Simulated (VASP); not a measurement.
# Ta (Im-3m) in VASP: notebook

Ta is run at these levels: PBE; tasks: single point.

All numbers are computed with VASP 6.6.1; they aren't measurements. Logs are shortened: lines on timing, memory, paths and dates and some standing lists are left out, and cuts for length are marked.

### 1 The cell of the first run

It takes space group Im-3m (No. 229, cubic). Conventional cell: a = 3.452 Å, b = 3.452 Å, c = 3.452 Å, α = 90.00°, β = 90.00°, γ = 90.00°. Within 3.9 Å of Ta (site symmetry m-3m) lie 14 Ta at 2.99 to 3.45 Å.

### 2 Single point, PBE (strain +0.040 along x and y, +0.040 along z)

The input, INCAR:

```
  PREC = Accurate
  ENCUT = 520
  EDIFF = 1E-6
  ISMEAR = 0
  SIGMA = 0.15
  LREAL = F
  LASPH = T
  NELM = 60
  ALGO = Normal
  ISIF = 2
  LWAVE = F
  LCHARG = F
  GGA = PE
  NBANDS = 12
```

The input, KPOINTS:

```
Automatic mesh
0
Gamma
  26 26 26
```

The input, POSCAR:

```
Ta
1.0
   -1.7257706129      1.7257706129      1.7257706129
    1.7257706129     -1.7257706129      1.7257706129
    1.7257706129      1.7257706129     -1.7257706129
Ta
1
Direct
    0.0000000000      0.0000000000      0.0000000000
```

Potentials or basis: VASP PAW PBE potentials, release 64 (Ta_pv).

Started as:

```bash
$ cat potpaw_PBE.64/Ta_pv/POTCAR > POTCAR
$ mpirun -np 1 vasp_std > vasp.out
```

OUTCAR:

```text
PREC = Accurate
   ENCUT = 520
   EDIFF = 1E-6
   ISMEAR = 0
   LREAL = F
   LASPH = T
   NELM = 60
   ISIF = 2
   GGA = PE

 ion  position               nearest neighbor table
   1  0.000  0.000  0.000-

  LATTYP: Found a body centered cubic cell.
 ALAT       =     3.4515412258

  Lattice vectors:

 A1 = (  -1.7257706129,   1.7257706129,   1.7257706129)
 A2 = (   1.7257706129,  -1.7257706129,   1.7257706129)
 A3 = (   1.7257706129,   1.7257706129,  -1.7257706129)

Analysis of symmetry for initial positions (statically):
=====================================================================
 Subroutine PRICEL returns:
 Original cell was already a primitive cell.

 Routine SETGRP: Setting up the symmetry group for a
 body centered cubic supercell.

 Subroutine GETGRP returns: Found 48 space group operations
 (whereof 48 operations were pure point group operations)
 out of a pool of 48 trial point group operations.

The static configuration has the point symmetry O_h .

Analysis of symmetry for dynamics (positions and initial velocities):
=====================================================================
 Subroutine PRICEL returns:
 Original cell was already a primitive cell.

 Routine SETGRP: Setting up the symmetry group for a
 body centered cubic supercell.

 Subroutine GETGRP returns: Found 48 space group operations
 (whereof 48 operations were pure point group operations)
 out of a pool of 48 trial point group operations.

The dynamic configuration has the point symmetry O_h .

 Subroutine INISYM returns: Found 48 space group operations
 (whereof 48 operations are pure point group operations),
 and found     1 'primitive' translations

----------------------------------------------------------------------------------------

                                     Primitive cell

  volume of cell :      20.5593

  direct lattice vectors                    reciprocal lattice vectors
    -1.725770613  1.725770613  1.725770613     0.000000000  0.289725643  0.289725643
     1.725770613 -1.725770613  1.725770613     0.289725643  0.000000000  0.289725643
     1.725770613  1.725770613 -1.725770613     0.289725643  0.289725643  0.000000000

  length of vectors
     2.989122384  2.989122384  2.989122384     0.409733933  0.409733933  0.409733933

  position of ions in fractional coordinates (direct lattice)
     0.000000000  0.000000000  0.000000000

  ion indices of the primitive-cell ions
   primitive index   ion index
                 1           1

----------------------------------------------------------------------------------------

 KPOINTS: Automatic mesh

Automatic generation of k-mesh.
 Grid dimensions read from file:
 generate k-points for:   26   26   26

 Generating k-lattice:

  Cartesian coordinates                     Fractional coordinates (reciprocal lattice)
     0.000000000  0.011143294  0.011143294     0.038461538  0.000000000  0.000000000
     0.011143294  0.000000000  0.011143294     0.000000000  0.038461538  0.000000000
     0.011143294  0.011143294  0.000000000     0.000000000  0.000000000  0.038461538

  Length of vectors
     0.015758997  0.015758997  0.015758997

  Shift w.r.t. Gamma in fractional coordinates (k-lattice)
     0.000000000  0.000000000  0.000000000

 Subroutine IBZKPT returns following result:
 ===========================================

 Found    511 irreducible k-points:

 Following reciprocal coordinates:
            Coordinates               Weight
  0.000000  0.000000  0.000000      1.000000
  0.038462  0.000000  0.000000     12.000000
  0.076923  0.000000  0.000000     12.000000
  0.115385  0.000000  0.000000     12.000000
  0.153846  0.000000  0.000000     12.000000
  0.192308  0.000000  0.000000     12.000000
[... 16 lines left out ...]
  0.346154  0.038462 -0.000000     48.000000
  0.384615  0.038462  0.000000     48.000000
 [... further k-points ...]
   k-points           NKPTS =    511   k-points in BZ     NKDIM =    511   number of bands    NBANDS=     12
   number of dos      NEDOS =    301   number of ions     NIONS =      1
   total plane-waves  NPLWV =  13824
   dimension x,y,z NGX =    24 NGY =   24 NGZ =   24
   dimension x,y,z NGXF=    48 NGYF=   48 NGZF=   48
   ions per type =               1
   NGX,Y,Z   is equivalent  to a cutoff of  13.35, 13.35, 13.35 a.u.
   NGXF,Y,Z  is equivalent  to a cutoff of  26.70, 26.70, 26.70 a.u.
 SYSTEM =  unknown system
   PREC   = accura    normal or accurate (medium, high low for compatibility)
   ISTART =      0    job   : 0-new  1-cont  2-samecut
   ICHARG =      2    charge: 1-file 2-atom 10-const
   ISPIN  =      1    spin polarized calculation?
   LNONCOLLINEAR =      F non collinear calculations
   LSORBIT =      F    spin-orbit coupling
   LASPH  =      T    aspherical Exc in radial PAW
   ENCUT  =  520.0 eV  38.22 Ry    6.18 a.u.   5.56  5.56  5.56*2*pi/ulx,y,z
   NELM   =     60;   NELMIN=  2; NELMDL= -5     # of ELM steps
   EDIFF  = 0.1E-05   stopping-criterion for ELM
   LREAL  =      F    real-space projection
   EDIFFG = 0.1E-04   stopping-criterion for IOM
   NSW    =      0    number of steps for IOM
   IBRION =     -1    ionic relax: 0-MD 1-quasi-New 2-CG
   NFREE  =      0    steps in history (QN), initial steepest desc. (CG)
   ISIF   =      2    stress and relaxation
   ISYM   =      2    0-nonsym 1-usesym 2-fastsym
   POTIM  = 0.5000    time-step for ionic-motion
   TEBEG  =    0.0;   TEEND  =   0.0 temperature during run
   PSTRESS=    0.0 pullay stress
   NELECT =      11.0000    total number of electrons
   NUPDOWN=      -1.0000    fix difference up-down
   EMIN   =  10.00;   EMAX   =-10.00  energy-range for DOS
   EFERMI =   0.00;   METHOD = LEGACY
   ISMEAR =     0;   SIGMA  =   0.15  broadening in eV -4-tet -1-fermi 0-gaus
   EFERMI_NEDOS =   21; number of points for ismear=-14 and -15
   IALGO  =     38    algorithm
   IMIX   =      4    mixing-type and parameters
     AMIX     =   0.40;   BMIX     =  1.00
     AMIX_MAG =   1.60;   BMIX_MAG =  1.00
  volume/ion in A,a.u.               =      20.56       138.74
  Fermi-wavevector in a.u.,A,eV,Ry     =   1.329034  2.511510 24.032386  1.766331
  Thomas-Fermi vector in A             =   2.458226
   LORBIT       =      0    0 simple, 1 ext, 2 COOP (PROOUT), +10 PAW based schemes
   GGA     = PE    functional components
   LHFCALC =     F    Hartree Fock is set to
   AEXX    =    0.0000 exact exchange contribution
   IVDW    =     0    specifies the selected vdW correction
   LEPSILON=     F    determine dielectric tensor
   LRPA    =     F    only Hartree local field effects (RPA)
 non-spin polarized calculation
 Gauss-broadening in eV      SIGMA  =   0.15
  energy-cutoff  :      520.00
  volume of cell :       20.56
 maximum number of plane-waves:       586
   NGX = 11   NGY = 11   NGZ = 11

 number of electron      11.0000002 magnetization

 Free energy of the ion-electron system (eV)
  ---------------------------------------------------
  ext. energy  EPLUGINS =         0.00000000
  ---------------------------------------------------
  free energy    TOTEN  =       -11.67955606 eV

  energy without entropy =      -11.66267308  energy(sigma->0) =      -11.67111457

 E-fermi :   4.4723     XC(G=0): -11.9576

 val. band max:        4.4678132419   @ k =  -0.3077   0.4231   0.1154
 cond. band min:       4.4731635549   @ k =   0.3462   0.1154  -0.0000
 fundamental gap:      0.0053503130
 Fermi energy:         4.4722642563

 k-point     1 :       0.0000    0.0000    0.0000
  band No.  band energies     occupation
      1     -29.1305      2.00000
      2     -29.1305      2.00000
      3     -29.1305      2.00000
      4      -2.9273      2.00000
      5       5.1716      0.00000
      6       5.1716      0.00000
      7       5.1716      0.00000
      8       7.9956      0.00000
      9       7.9956      0.00000
     10      18.8577      0.00000
     11      18.8577      0.00000
     12      18.8577      0.00000

 k-point     2 :       0.0385    0.0000    0.0000
  band No.  band energies     occupation
      1     -29.1420      2.00000
      2     -29.1341      2.00000
      3     -29.1305      2.00000
      4      -2.8705      2.00000
      5       5.1358      0.00000
      6       5.1624      0.00000
      7       5.2261      0.00000
      8       7.9376      0.00000
      9       7.9962      0.00000
     10      18.9067      0.00000
     11      18.9579      0.00000
     12      18.9944      0.00000

 k-point     3 :       0.0769    0.0000    0.0000
  band No.  band energies     occupation
      1     -29.1760      2.00000
      2     -29.1450      2.00000
      3     -29.1305      2.00000
      4      -2.7023      2.00000
      5       5.0322      0.00000
      6       5.1282      0.00000
      7       5.3887      0.00000
      8       7.7880      0.00000
      9       7.9990      0.00000
     10      18.6927      0.00000
     11      19.0405      0.00000
     12      19.2540      0.00000
[... 286 lines left out ...]
 k-point    23 :       0.3462    0.0385   -0.0000
  band No.  band energies     occupation
      1     -29.7589      2.00000
      2     -29.3403      2.00000
      3     -29.1363      2.00000
      4       0.3627      2.00000
      5       3.5293      2.00000
      6       4.5079      0.73717
      7       7.7859      0.00000
      8       8.4790      0.00000
      9       9.4919      0.00000
     10      16.0517      0.00000
     11      16.9293      0.00000
     12      18.6982      0.00000

 k-point    24 :       0.3846    0.0385    0.0000
  band No.  band energies     occupation
      1     -29.8151      2.00000
      2     -29.3604      2.00000
      3     -29.1365      2.00000
      4       0.5474      2.00000
      5       3.4031      2.00000
      6       4.8311      0.00072
      7       7.8461      0.00000
      8       8.5778      0.00000
      9      10.1660      0.00000
     10      15.1817      0.00000
     11      16.4313      0.00000
     12      18.6974      0.00000

 [... further k-points ...]

------------------------ aborting loop because EDIFF is reached ----------------------------------------

  FORCE on cell =-STRESS in cart. coord.  units (eV):
  Direction    XX          YY          ZZ          XY          YZ          ZX
  --------------------------------------------------------------------------------------
  -------------------------------------------------------------------------------------
  Total       -2.3433324     -2.3433324     -2.3433324     -0.0000000     -0.0000000      0.0000000
  in kB     -182.6145074   -182.6145074   -182.6145074     -0.0000000     -0.0000000      0.0000000
  external PRESSURE =    -182.6145074 kB  Pullay stress =       0.0000000 kB

 VOLUME and BASIS-vectors are now :
 -----------------------------------------------------------------------------
  energy-cutoff  :      520.00
  volume of cell :       20.56
      direct lattice vectors                 reciprocal lattice vectors
    -1.725770613  1.725770613  1.725770613     0.000000000  0.289725643  0.289725643
     1.725770613 -1.725770613  1.725770613     0.289725643  0.000000000  0.289725643
     1.725770613  1.725770613 -1.725770613     0.289725643  0.289725643  0.000000000

 POSITION                                       TOTAL-FORCE (eV/Angst)
 -----------------------------------------------------------------------------------
      0.00000      0.00000      0.00000        -0.000000      0.000000     -0.000000
 -----------------------------------------------------------------------------------
    total drift:                                0.000000      0.000000      0.000000

  FREE ENERGIE OF THE ION-ELECTRON SYSTEM (eV)
  ---------------------------------------------------
  free  energy   TOTEN  =       -11.6795560605 eV

  energy  without entropy=      -11.6626730791  energy(sigma->0) =      -11.67111457
```

Wall time 3.3 min (1 thread of Intel Xeon 8259CL, shared host); peak memory 0.24 GiB.

Results:

* Free energy: -11.6796 eV
* Pressure: -18.3 GPa
* Band gap on the k mesh: zero (an odd number of electrons rules out a gap without spin polarisation)

Levels at points of the mesh, in eV from the Fermi level:
```
           k point  band 3  band 4  band 5  band 6  band 7  band 8  band 9  band 10
(0.00, 0.00, 0.00)  -33.60   -7.40    0.70    0.70    0.70    3.52    3.52    14.39
(0.50, 0.00, 0.00)  -33.60   -3.84   -1.21    1.08    3.34    4.21    6.56     9.72
(0.50, 0.50, 0.50)  -34.14   -3.09   -3.09    5.79    5.79    5.79    7.54     7.54
```

Caveat: the cell differs from its parent crystal (strain +0.040 along x and y, +0.040 along z); the cell stands under tension; spin-orbit coupling is left out, which moves the levels of the heavy elements.

### 3 Single point, PBE (strain +0.080 along x and y, +0.080 along z)

The input, INCAR:

```
SYSTEM = Ta
PREC     = Accurate       ! precision mode
ENCUT    = 520            ! plane-wave cutoff, eV
EDIFF    = 1E-6           ! SCF threshold, eV
ISMEAR   = 0              ! smearing method
SIGMA    = 0.15           ! smearing width, eV
LREAL    = .False.        ! projectors in reciprocal space
LASPH    = .True.         ! aspherical terms in the spheres
NELM     = 60             ! most SCF steps
ALGO     = Fast           ! electronic algorithm
ISIF     = 2              ! what is computed and relaxed
LWAVE    = .False.        ! write WAVECAR
LCHARG   = .False.        ! write CHGCAR
GGA      = PE             ! functional
NBANDS   = 12             ! bands
```

The input, KPOINTS:

```
Automatic mesh
0
Gamma
  26 26 26
  0 0 0
```

The input, POSCAR:

```
Ta
1.0
   -1.7921464057      1.7921464057      1.7921464057
    1.7921464057     -1.7921464057      1.7921464057
    1.7921464057      1.7921464057     -1.7921464057
Ta
1
Direct
    0.0000000000      0.0000000000      0.0000000000
```

Potentials or basis: VASP PAW PBE potentials, release 64 (Ta_pv).

Started as:

```bash
$ cat potpaw_PBE.64/Ta_pv/POTCAR > POTCAR
$ mpirun -np 1 vasp_std > vasp.out
```

It took 4.3 min on 1 thread of Intel Xeon 8259CL, shared host; peak memory 0.25 GiB.

The run converged. Its results:

```
Free energy            : -11.3090 eV
Pressure               : -28.8 GPa
Band gap on the k mesh : zero (an odd number of electrons rules out a gap without spin polarisation)
```

Levels at points of the mesh, in eV from the Fermi level:
```
           k point  band 2  band 3  band 4  band 5  band 6  band 7  band 8  band 9  band 10  band 11
(0.00, 0.00, 0.00)  -34.04  -34.04   -6.95    0.64    0.64    0.64    3.11    3.11    13.85    13.85
(0.50, 0.00, 0.00)  -34.21  -34.04   -3.45   -1.00    0.78    2.89    3.65    5.61     8.21    10.81
(0.50, 0.50, 0.50)  -34.40  -34.40   -2.60   -2.60    4.98    4.98    4.98    6.73     6.73     6.73
```

Caveat: the cell differs from its parent crystal (strain +0.080 along x and y, +0.080 along z); the cell stands under tension; spin-orbit coupling is left out, which moves the levels of the heavy elements.
